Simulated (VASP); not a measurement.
Set up this calculation in VASP 6.6.1, as the native input.

| Item | Value |
| --- | --- |
| Task | single point |
| Functional | LDA |
| Potentials or basis | VASP PAW LDA potentials, release 64 (Sr_sv, Mg) |
| Cutoff | 520 eV |
| k mesh | 14 × 14 × 14 |
| Occupations | gaussian, width 0.15 eV |
| Spin | no spin polarisation |
| Dipole correction | no |
| Further INCAR settings | ALGO = Fast; EDIFF = 1e-06; NBANDS = 13 |

The structure of SrMg lies in POSCAR:

```
SrMg
1.0
    3.4746799150      0.0000000000      0.0000000000
    0.0000000000      3.4746799150      0.0000000000
    0.0000000000      0.0000000000      4.9131973998
Sr Mg
1 1
Direct
    0.5000000000      0.5000000000      0.5000000000
    0.0000000000      0.0000000000      0.0000000000
```

This cell differs from its parent crystal: ratio of the length along z to the lengths across it x 1.414, volume and fractional coordinates fixed.

The input as run:

INCAR

```
ALGO     = Fast           # electronic algorithm
EDIFF    = 1E-6           # SCF threshold, eV
ENCUT    = 520            # plane-wave cutoff, eV
ISIF     = 2              # what is computed and relaxed
ISMEAR   = 0              # smearing method
LASPH    = T              # aspherical terms in the spheres
LCHARG   = F              # write CHGCAR
LREAL    = F              # projectors in reciprocal space
LWAVE    = F              # write WAVECAR
NBANDS   = 13             # bands
NELM     = 80             # most SCF steps
PREC     = Accurate       # precision mode
SIGMA    = 0.15           # smearing width, eV
```

KPOINTS

```
k-points
0
Gamma
  14 14 14
```

Potentials or basis: VASP PAW LDA potentials, release 64 (Sr_sv, Mg).

Command:

```sh
$ cat potpaw_LDA.64/Sr_sv/POTCAR potpaw_LDA.64/Mg/POTCAR > POTCAR
$ mpirun -np 1 vasp_std > vasp.out
```

It gave:

```json
{
 "Pressure": "2.9 GPa",
 "Band gap on the k mesh": "zero (band 6 reaches 3.66 eV, above the bottom of band 7 at 2.21 eV)"
}
```

Wall time 2.3 min on 1 thread of Intel(R) Xeon(R) Platinum 8488C (Sapphire Rapids) (shared host), peak memory 0.36 GiB.
